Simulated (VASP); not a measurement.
## Li2O: electric field gradients with PBEsol

The system is Li2O.

```
Li O
1.0
     0.00000    2.30178    2.30178
     2.30178    0.00000    2.30178
     2.30178    2.30178    0.00000
Li O
2 1
Cartesian
  1.1509 1.1509 1.1509
  3.4527 3.4527 3.4527
  0.0000 0.0000 0.0000
```

This cell differs from its parent crystal: volume scaled by 0.99.

* Program: VASP 6.6.1
* Task: electric field gradients
* Functional: PBEsol
* Potentials or basis: VASP PAW PBE potentials, release 64 (Li_sv, O)
* Cutoff: 650 eV
* k mesh: 9 × 9 × 9
* Occupations: fermi-dirac, width 0.03 eV
* Spin: no spin polarisation
* Dipole correction: no
* Further INCAR settings: ALGO = Normal; EDIFF = 1e-08; NBANDS = 13

```
Pressure               : -1.4 GPa
Band gap on the k mesh : 4.94 eV, indirect (least direct gap 5.24 eV)
```

Levels at points of the mesh, in eV from the valence-band top:
| k point | band 2 | band 3 | band 4 | band 5 | band 6 | band 7 | band 8 | band 9 | band 10 | band 11 |
| --- | --- | --- | --- | --- | --- | --- | --- | --- | --- | --- |
| (0.00, 0.00, 0.00) | -41.89 | -15.37 | 0.00 | 0.00 | 0.00 | 5.24 | 11.86 | 11.86 | 11.86 | 18.94 |

Wall time 15 s on 1 thread of Intel Xeon 6975P-C, on a shared host, peak memory 0.15 GiB.

Caveat: without QUAD_EFG the Cq values of the log hold for a quadrupole moment of 1 mb, not for the nuclei; the PAW data sets were made with another functional, which shifts forces and pressure a little. A k mesh can miss the band edges.
